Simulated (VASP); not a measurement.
AsS2:

```
CELL_PARAMETERS angstrom
0.00000 3.98823 3.98823
3.98823 0.00000 3.98823
3.98823 3.98823 0.00000
ATOMIC_POSITIONS crystal
As 0.00000 0.00000 0.00000
As 0.25000 0.25000 0.25000
S 0.62500 0.62500 0.62500
S 0.12500 0.62500 0.62500
S 0.62500 0.62500 0.12500
S 0.62500 0.12500 0.62500
```

| Quantity | Value |
| --- | --- |
| Program | VASP 6.6.1 |
| Task | relaxation of cell and atoms |
| Functional | r2SCAN |
| Potentials or basis | VASP PAW PBE potentials, release 64 (As, S) |
| Cutoff | 600 eV |
| k mesh | 4 × 4 × 4 |
| Occupations | gaussian, width 0.1 eV |
| Spin | no spin polarisation |

At the start: pressure -8.1 GPa; volume 21.15 Å³/atom.

How do energy, volume and symmetry change on relaxing?

Over 3 steps the energy falls by 93.0 meV/atom and the volume is 17.93 Å³/atom (-15.2 %); space group Fd-3m (No. 227, to 0.1 Å) before and after.

Step by step:
| step | energy change (eV) | largest force (eV/Å) | pressure (GPa) | volume (Å³) |
| --- | --- | --- | --- | --- |
| 1 | 0.0000 | 0.0000 | -8.13 | 126.87 |
| 2 | -0.5574 | 0.0000 | -0.37 | 108.17 |
| 3 | -0.5581 | 0.0000 | -0.01 | 107.59 |

Final structure:
```yaml
crystal:
  lattice:
    - [0.00000, 3.77496, 3.77496]
    - [3.77496, 0.00000, 3.77496]
    - [3.77496, 3.77496, 0.00000]
  atoms:
    - { symbol: As, position: [0.00000, 0.00000, 0.00000] }
    - { symbol: As, position: [0.25000, 0.25000, 0.25000] }
    - { symbol: S, position: [0.62500, 0.62500, 0.62500] }
    - { symbol: S, position: [0.12500, 0.62500, 0.62500] }
    - { symbol: S, position: [0.62500, 0.62500, 0.12500] }
    - { symbol: S, position: [0.62500, 0.12500, 0.62500] }
```

Caveat: the volume moved by over 15 % at a fixed basis, so the end points are rough; the PAW data sets were made with another functional, which shifts forces and pressure a little.
